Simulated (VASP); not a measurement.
**Ti: single point with PBEsol**

Ti:

```xyz
1
Lattice="0.0000 2.0296 2.0296 2.0296 0.0000 2.0296 2.0296 2.0296 0.0000" Properties=species:S:1:pos:R:3 pbc="T T T"
Ti    0.0000    0.0000    0.0000
```

- Program: VASP 6.6.1
- Task: single point
- Functional: PBEsol
- Potentials or basis: VASP PAW PBE potentials, release 64 (Ti_sv)
- Cutoff: 520 eV
- k mesh: 16 × 16 × 16
- Occupations: fermi-dirac, width 0.1 eV
- Spin: no spin polarisation

| Property | Result |
| --- | --- |
| Pressure | -0.3 GPa |
| Band gap on the k mesh | zero (band 6 reaches 9.40 eV, above the bottom of band 7 at 8.11 eV) |

Levels at points of the mesh, in eV from the Fermi level:
```csv
k point,band 3,band 4,band 5,band 6,band 7,band 8,band 9,band 10
"(0.00, 0.00, 0.00)",-32.32,-32.32,-6.19,0.90,0.90,0.90,2.61,2.61
"(0.50, 0.00, 0.00)",-32.42,-32.42,-2.68,0.74,0.77,0.77,3.76,3.76
"(0.50, 0.50, 0.00)",-32.59,-32.59,-2.72,-1.82,3.01,3.74,4.06,4.06
```

Run time: 34 s on 1 thread of Intel Xeon 8259CL, with other jobs on the host, peak memory 0.15 GiB.

Caveat: the PAW data sets were made with another functional, which shifts forces and pressure a little.
